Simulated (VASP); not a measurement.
Wanted: the native input for a VASP 6.6.1 run.

```yaml
Task: single point
Functional: PBE
Potentials_or_basis: VASP PAW PBE potentials, release 64 (Mg, H)
Cutoff: 520 eV
k_mesh: 8 × 8 × 8
Occupations: gaussian, width 0.01 eV
Spin: no spin polarisation
Dipole_correction: no
Further_INCAR_settings: ALGO = Normal; EDIFF = 1e-06; NBANDS = 13
```

The structure of MgH2 lies in POSCAR:

```
MgH2
1.0
   -1.9229264177      1.9229264177      4.7777463844
    1.9229264177     -1.9229264177      4.7777463844
    1.9229264177      1.9229264177     -4.7777463844
Mg H
2 4
Direct
    0.7500000000      0.2500000000      0.5000000000
    0.0000000000      0.0000000000      0.0000000000
    0.5399464740      0.0399464740      0.5000000000
    0.7899464740      0.7899464740      0.0000000000
    0.2100535260      0.2100535260      0.0000000000
    0.9600535260      0.4600535260      0.5000000000
```

The input as run:

INCAR

```
SYSTEM = MgH2
PREC = Accurate
ENCUT = 520
EDIFF = 1E-6
ISMEAR = 0
SIGMA = 0.01
LREAL = .False.
LASPH = .True.
NELM = 80
ALGO = Normal
ISIF = 2
LWAVE = .False.
LCHARG = .True.
GGA = PE
LELF = .True.
LVHAR = .True.
NBANDS = 13
```

KPOINTS

```
regular mesh
0
Gamma
  8 8 8
  0 0 0
```

Potentials or basis: VASP PAW PBE potentials, release 64 (Mg, H).

The run is started by

```bash
$ cat potpaw_PBE.64/Mg/POTCAR potpaw_PBE.64/H/POTCAR > POTCAR
$ mpirun -np 1 vasp_std > vasp.out
```

It gave:

```
Pressure               : -1.5 GPa
Largest force          : 0.024 eV/Å
Band gap on the k mesh : 3.42 eV (least direct gap 4.73 eV)
```

It took 40 s on 1 thread of Intel(R) Xeon(R) 6975P-C (Granite Rapids) (shared host), peak memory 0.27 GiB.
